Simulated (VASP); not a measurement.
# IrRh5 (P-6m2) in VASP: notebook

Runs on IrRh5. Level: PBE. Tasks: single point.

All numbers are computed with VASP 6.6.1; they aren't measurements. Logs are shortened: lines on timing, memory, paths and dates and some standing lists are left out, and cuts for length are marked.

## 1. The cell of the first run

The structure is hexagonal, space group P-6m2 (No. 187). Conventional cell: a = 2.728 Å, b = 2.728 Å, c = 13.191 Å, α = 90.00°, β = 90.00°, γ = 120.00°. Within 3.6 Å of Ir (site symmetry -6m2) lie 6 Rh at 2.70 Å and 6 Ir at 2.73 Å. Within 3.6 Å of Rh (site symmetry 3m) lie 3 Ir at 2.70 Å and 9 Rh at 2.71 to 2.73 Å. Within 3.6 Å of Rh (site symmetry -6m2) lie 12 Rh at 2.70 to 2.73 Å. Within 3.6 Å of Rh (site symmetry 3m) lie 12 Rh at 2.70 to 2.73 Å.

## 2. Single point, PBE

INCAR reads:

```
SYSTEM = IrRh5
  PREC = Accurate
  ENCUT = 520
  EDIFF = 1E-6
  ISMEAR = 0
  SIGMA = 0.1
  LREAL = .FALSE.
  LASPH = .TRUE.
  NELM = 80
  ALGO = Fast
  ISIF = 2
  LWAVE = .FALSE.
  LCHARG = .FALSE.
  GGA = PE
  NBANDS = 51
```

KPOINTS reads:

```
Automatic mesh
0
G
  6 6 2
  0 0 0
```

POSCAR reads:

```
IrRh5
1.0
    2.7282983000      0.0000000000      0.0000000000
   -1.3641492000      2.3627757000      0.0000000000
    0.0000000000      0.0000000000     13.1908402000
Ir Rh
1 5
Direct
    0.6666667000      0.3333333000      0.5000000000
    0.3333333000      0.6666667000      0.6666140000
    0.3333333000      0.6666667000      0.0000000000
    0.3333333000      0.6666667000      0.3333860000
    0.6666667000      0.3333333000      0.8340350000
    0.6666667000      0.3333333000      0.1659650000
```

Potentials or basis: VASP PAW PBE potentials, release 64 (Ir, Rh_pv).

Run with:

```sh
> cat potpaw_PBE.64/Ir/POTCAR potpaw_PBE.64/Rh_pv/POTCAR > POTCAR
> mpirun -np 1 vasp_std > vasp.out
```

OUTCAR:

```text
SYSTEM = IrRh5
   PREC = Accurate
   ENCUT = 520
   EDIFF = 1E-6
   ISMEAR = 0
   LREAL = .FALSE.
   LASPH = .TRUE.
   NELM = 80
   ISIF = 2
   GGA = PE

 ion  position               nearest neighbor table
   1  0.667  0.333  0.500-   2 2.70   4 2.70   2 2.70   4 2.70   2 2.70   4 2.70
   2  0.333  0.667  0.667-   1 2.70   1 2.70   1 2.70   5 2.71   5 2.71   5 2.71
   3  0.333  0.667  0.000-   5 2.70   6 2.70   5 2.70   6 2.70   5 2.70   6 2.70
   4  0.333  0.667  0.333-   1 2.70   1 2.70   1 2.70   6 2.71   6 2.71   6 2.71
   5  0.667  0.333  0.834-   3 2.70   3 2.70   3 2.70   2 2.71   2 2.71   2 2.71
   6  0.667  0.333  0.166-   3 2.70   3 2.70   3 2.70   4 2.71   4 2.71   4 2.71

  LATTYP: Found a hexagonal cell.
 ALAT       =     2.7282983000
 C/A-ratio  =     4.8348233036

  Lattice vectors:

 A1 = (   2.7282983000,   0.0000000000,   0.0000000000)
 A2 = (  -1.3641492000,   2.3627757000,   0.0000000000)
 A3 = (   0.0000000000,   0.0000000000,  13.1908402000)

Analysis of symmetry for initial positions (statically):
=====================================================================
 Subroutine PRICEL returns:
 Original cell was already a primitive cell.

 Routine SETGRP: Setting up the symmetry group for a
 hexagonal supercell.

 Subroutine GETGRP returns: Found 12 space group operations
 (whereof 12 operations were pure point group operations)
 out of a pool of 24 trial point group operations.

The static configuration has the point symmetry D_3h.

Analysis of symmetry for dynamics (positions and initial velocities):
=====================================================================
 Subroutine PRICEL returns:
 Original cell was already a primitive cell.

 Routine SETGRP: Setting up the symmetry group for a
 hexagonal supercell.

 Subroutine GETGRP returns: Found 12 space group operations
 (whereof 12 operations were pure point group operations)
 out of a pool of 24 trial point group operations.

The dynamic configuration has the point symmetry D_3h.

 Subroutine INISYM returns: Found 12 space group operations
 (whereof 12 operations are pure point group operations),
 and found     1 'primitive' translations

----------------------------------------------------------------------------------------

                                     Primitive cell

  volume of cell :      85.0329

  direct lattice vectors                    reciprocal lattice vectors
     2.728298300  0.000000000  0.000000000     0.366528836  0.211615524  0.000000000
    -1.364149200  2.362775700  0.000000000     0.000000000  0.423231033  0.000000000
     0.000000000  0.000000000 13.190840200     0.000000000  0.000000000  0.075810182

  length of vectors
     2.728298300  2.728298380 13.190840200     0.423231045  0.423231033  0.075810182

  position of ions in fractional coordinates (direct lattice)
     0.666666700  0.333333300  0.500000000
     0.333333300  0.666666700  0.666614000
     0.333333300  0.666666700  0.000000000
     0.333333300  0.666666700  0.333386000
     0.666666700  0.333333300  0.834035000
     0.666666700  0.333333300  0.165965000

  ion indices of the primitive-cell ions
   primitive index   ion index
                 1           1
                 2           2
                 3           3
                 4           4
                 5           5
                 6           6

----------------------------------------------------------------------------------------

 KPOINTS: Automatic mesh

Automatic generation of k-mesh.
 Grid dimensions read from file:
 generate k-points for:    6    6    2

 Generating k-lattice:

  Cartesian coordinates                     Fractional coordinates (reciprocal lattice)
     0.061088139  0.035269254  0.000000000     0.166666667 -0.000000000  0.000000000
     0.000000000  0.070538505  0.000000000     0.000000000  0.166666667  0.000000000
     0.000000000  0.000000000  0.037905091     0.000000000  0.000000000  0.500000000

  Length of vectors
     0.070538508  0.070538505  0.037905091

  Shift w.r.t. Gamma in fractional coordinates (k-lattice)
     0.000000000  0.000000000  0.000000000

 Subroutine IBZKPT returns following result:
 ===========================================

 Found     14 irreducible k-points:

 Following reciprocal coordinates:
            Coordinates               Weight
  0.000000  0.000000  0.000000      1.000000
  0.166667  0.000000  0.000000      6.000000
  0.333333 -0.000000  0.000000      6.000000
  0.500000  0.000000  0.000000      3.000000
  0.166667  0.166667  0.000000      6.000000
  0.333333  0.166667  0.000000     12.000000
  0.333333  0.333333  0.000000      2.000000
  0.000000  0.000000  0.500000      1.000000
  0.166667  0.000000  0.500000      6.000000
  0.333333 -0.000000  0.500000      6.000000
  0.500000  0.000000  0.500000      3.000000
  0.166667  0.166667  0.500000      6.000000
  0.333333  0.166667  0.500000     12.000000
  0.333333  0.333333  0.500000      2.000000
   k-points           NKPTS =     14   k-points in BZ     NKDIM =     14   number of bands    NBANDS=     51
   number of dos      NEDOS =    301   number of ions     NIONS =      6
   total plane-waves  NPLWV =  39200
   dimension x,y,z NGX =    20 NGY =   20 NGZ =   98
   dimension x,y,z NGXF=    40 NGYF=   40 NGZF=  196
   ions per type =               1   5
   NGX,Y,Z   is equivalent  to a cutoff of  12.19, 12.19, 12.35 a.u.
   NGXF,Y,Z  is equivalent  to a cutoff of  24.37, 24.37, 24.70 a.u.
 SYSTEM =  IrRh5
   PREC   = accura    normal or accurate (medium, high low for compatibility)
   ISTART =      0    job   : 0-new  1-cont  2-samecut
   ICHARG =      2    charge: 1-file 2-atom 10-const
   ISPIN  =      1    spin polarized calculation?
   LNONCOLLINEAR =      F non collinear calculations
   LSORBIT =      F    spin-orbit coupling
   LASPH  =      T    aspherical Exc in radial PAW
   ENCUT  =  520.0 eV  38.22 Ry    6.18 a.u.   5.07  5.07 24.53*2*pi/ulx,y,z
   NELM   =     80;   NELMIN=  2; NELMDL= -5     # of ELM steps
   EDIFF  = 0.1E-05   stopping-criterion for ELM
   LREAL  =      F    real-space projection
   EDIFFG = 0.1E-04   stopping-criterion for IOM
   NSW    =      0    number of steps for IOM
   IBRION =     -1    ionic relax: 0-MD 1-quasi-New 2-CG
   NFREE  =      0    steps in history (QN), initial steepest desc. (CG)
   ISIF   =      2    stress and relaxation
   ISYM   =      2    0-nonsym 1-usesym 2-fastsym
   POTIM  = 0.5000    time-step for ionic-motion
   TEBEG  =    0.0;   TEEND  =   0.0 temperature during run
   PSTRESS=    0.0 pullay stress
   NELECT =      84.0000    total number of electrons
   NUPDOWN=      -1.0000    fix difference up-down
   EMIN   =  10.00;   EMAX   =-10.00  energy-range for DOS
   EFERMI =   0.00;   METHOD = LEGACY
   ISMEAR =     0;   SIGMA  =   0.10  broadening in eV -4-tet -1-fermi 0-gaus
   EFERMI_NEDOS =   21; number of points for ismear=-14 and -15
   IALGO  =     68    algorithm
   IMIX   =      4    mixing-type and parameters
     AMIX     =   0.40;   BMIX     =  1.00
     AMIX_MAG =   1.60;   BMIX_MAG =  1.00
  volume/ion in A,a.u.               =      14.17        95.64
  Fermi-wavevector in a.u.,A,eV,Ry     =   1.630443  3.081091 36.168977  2.658345
  Thomas-Fermi vector in A             =   2.722743
   LORBIT       =      0    0 simple, 1 ext, 2 COOP (PROOUT), +10 PAW based schemes
   GGA     = PE    functional components
   LHFCALC =     F    Hartree Fock is set to
   AEXX    =    0.0000 exact exchange contribution
   IVDW    =     0    specifies the selected vdW correction
   LEPSILON=     F    determine dielectric tensor
   LRPA    =     F    only Hartree local field effects (RPA)
 non-spin polarized calculation
 RMM-DIIS sequential band-by-band and
 Gauss-broadening in eV      SIGMA  =   0.10
  energy-cutoff  :      520.00
  volume of cell :       85.03
 maximum number of plane-waves:      2322
   NGX = 11   NGY = 11   NGZ = 49

 number of electron      84.0000016 magnetization

 Free energy of the ion-electron system (eV)
  ---------------------------------------------------
  ext. energy  EPLUGINS =         0.00000000
  ---------------------------------------------------
  free energy    TOTEN  =       -44.83252739 eV

  energy without entropy =      -44.76681137  energy(sigma->0) =      -44.79966938

 E-fermi :  11.1781     XC(G=0): -13.8638

 val. band max:       11.1695769368   @ k =   0.0000   0.0000   0.0000
 cond. band min:      11.2066860278   @ k =   0.3333   0.3333   0.0000
 fundamental gap:      0.0371090909
 Fermi energy:        11.1781446158

 k-point     1 :       0.0000    0.0000    0.0000
  band No.  band energies     occupation
      1     -35.8490      2.00000
      2     -35.7465      2.00000
      3     -35.6141      2.00000
      4     -35.3927      2.00000
      5     -35.2474      2.00000
      6     -35.2466      2.00000
[... 43 lines left out ...]
     50      11.4409      0.00020
     51      11.8258      0.00000

 k-point     2 :       0.1667    0.0000    0.0000
  band No.  band energies     occupation
      1     -35.8017      2.00000
      2     -35.7203      2.00000
      3     -35.6156      2.00000
      4     -35.4422      2.00000
      5     -35.3728      2.00000
      6     -35.3600      2.00000
[... 43 lines left out ...]
     50      12.6893      0.00000
     51      15.3170      0.00000

 k-point     3 :       0.3333   -0.0000    0.0000
  band No.  band energies     occupation
      1     -35.7151      2.00000
      2     -35.7079      2.00000
      3     -35.6659      2.00000
      4     -35.6291      2.00000
      5     -35.5900      2.00000
      6     -35.5723      2.00000
[... 43 lines left out ...]
     50      14.4860      0.00000
     51      19.2981      0.00000
[... 487 lines left out ...]
 k-point    13 :       0.3333    0.1667    0.5000
  band No.  band energies     occupation
      1     -35.7236      2.00000
      2     -35.7174      2.00000
      3     -35.6822      2.00000
      4     -35.6738      2.00000
      5     -35.6212      2.00000
      6     -35.5851      2.00000
[... 43 lines left out ...]
     50      17.8227      0.00000
     51      17.9320      0.00000

 k-point    14 :       0.3333    0.3333    0.5000
  band No.  band energies     occupation
      1     -35.6764      2.00000
      2     -35.6712      2.00000
      3     -35.6250      2.00000
      4     -35.6219      2.00000
      5     -35.6122      2.00000
      6     -35.5957      2.00000
[... 43 lines left out ...]
     50      17.9618      0.00000
     51      17.9676      0.00000

------------------------ aborting loop because EDIFF is reached ----------------------------------------

  FORCE on cell =-STRESS in cart. coord.  units (eV):
  Direction    XX          YY          ZZ          XY          YZ          ZX
  --------------------------------------------------------------------------------------
  -------------------------------------------------------------------------------------
  Total        1.3183486      1.3183486     -1.8779068     -0.0000000      0.0000000     -0.0000000
  in kB       24.8401394     24.8401407    -35.3832571     -0.0000005      0.0000000     -0.0000000
  external PRESSURE =       4.7656744 kB  Pullay stress =       0.0000000 kB

 VOLUME and BASIS-vectors are now :
 -----------------------------------------------------------------------------
  energy-cutoff  :      520.00
  volume of cell :       85.03
      direct lattice vectors                 reciprocal lattice vectors
     2.728298300  0.000000000  0.000000000     0.366528836  0.211615524  0.000000000
    -1.364149200  2.362775700  0.000000000     0.000000000  0.423231033  0.000000000
     0.000000000  0.000000000 13.190840200     0.000000000  0.000000000  0.075810182

 POSITION                                       TOTAL-FORCE (eV/Angst)
 -----------------------------------------------------------------------------------
      1.36415      0.78759      6.59542         0.000000     -0.000000      0.000000
     -0.00000      1.57518      8.79320        -0.000000     -0.000000     -0.028264
     -0.00000      1.57518      0.00000         0.000000      0.000000      0.000000
     -0.00000      1.57518      4.39764        -0.000000     -0.000000      0.028264
      1.36415      0.78759     11.00162         0.000000     -0.000000      0.019097
      1.36415      0.78759      2.18922        -0.000000      0.000000     -0.019097
 -----------------------------------------------------------------------------------
    total drift:                                0.000134     -0.000077      0.000000

  FREE ENERGIE OF THE ION-ELECTRON SYSTEM (eV)
  ---------------------------------------------------
  free  energy   TOTEN  =       -44.8325273907 eV

  energy  without entropy=      -44.7668113658  energy(sigma->0) =      -44.79966938
```

It took 42 s on 1 thread of Intel Xeon 6975P-C (Granite Rapids), shared host; peak memory 0.21 GiB.

Results:

```yaml
Free_energy: -44.8325 eV
Pressure: 0.5 GPa
Largest_force: 0.028 eV/Å
Band_gap_on_the_k_mesh: zero (band 42 reaches 11.90 eV, above the bottom of band 43 at 9.75 eV)
```

Forces on the atoms (eV/Å):
```
Ir   0.000  0.000  0.000
Rh   0.000  0.000 -0.028
Rh   0.000  0.000  0.000
Rh   0.000  0.000  0.028
Rh   0.000  0.000  0.019
Rh   0.000  0.000 -0.019
```

Levels at points of the mesh, in eV from the Fermi level:
```csv
k point,band 40,band 41,band 42,band 43,band 44,band 45,band 46,band 47
"(0.00, 0.00, 0.00)",-1.87,-0.96,-0.96,-0.95,-0.95,-0.01,-0.01,0.10
"(0.50, 0.00, 0.00)",0.67,0.69,0.72,0.74,0.77,1.24,1.46,1.63
"(0.00, 0.00, 0.50)",-1.53,-1.53,-0.50,-0.42,-0.42,-0.30,-0.30,-0.20
"(0.50, 0.00, 0.50)",0.57,0.61,0.62,0.72,0.78,1.25,2.23,2.55
```

Caveat: the k points lie up to 0.44 Å⁻¹ apart; spin-orbit coupling is left out, which moves the levels of the heavy elements.

[end of part 1 of 2]
